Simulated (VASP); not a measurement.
A run of VASP 6.6.1 is set up as follows.

INCAR

```
ALGO = Normal ; EDIFF = 1E-6
ENCUT = 500 ; GGA = CA
GGA_COMPAT = False ; ISIF = 2
ISMEAR = -1 ; LASPH = True
LCHARG = True ; LELF = True
LREAL = False ; LVHAR = True
LWAVE = False ; NBANDS = 14
NELM = 120 ; PREC = Accurate
SIGMA = 0.05
```

Contents of KPOINTS:

```
k-points
0
Gamma
  7 7 7
```

POSCAR

```
AlPt
1.0
    3.0376235459      0.0000000000      0.0000000000
    0.0000000000      3.0376235459      0.0000000000
    0.0000000000      0.0000000000      3.0376235459
Al Pt
1 1
Direct
    0.0000000000      0.0000000000      0.0000000000
    0.5000000000      0.5000000000      0.5000000000
```

Potentials or basis: VASP PAW LDA potentials, release 64 (Al, Pt).

Run with:

```sh
$ cat potpaw_LDA.64/Al/POTCAR potpaw_LDA.64/Pt/POTCAR > POTCAR
$ mpirun -np 1 vasp_std > vasp.out
```

Problem. Estimate the pressure.

Solution. 0.6 GPa.
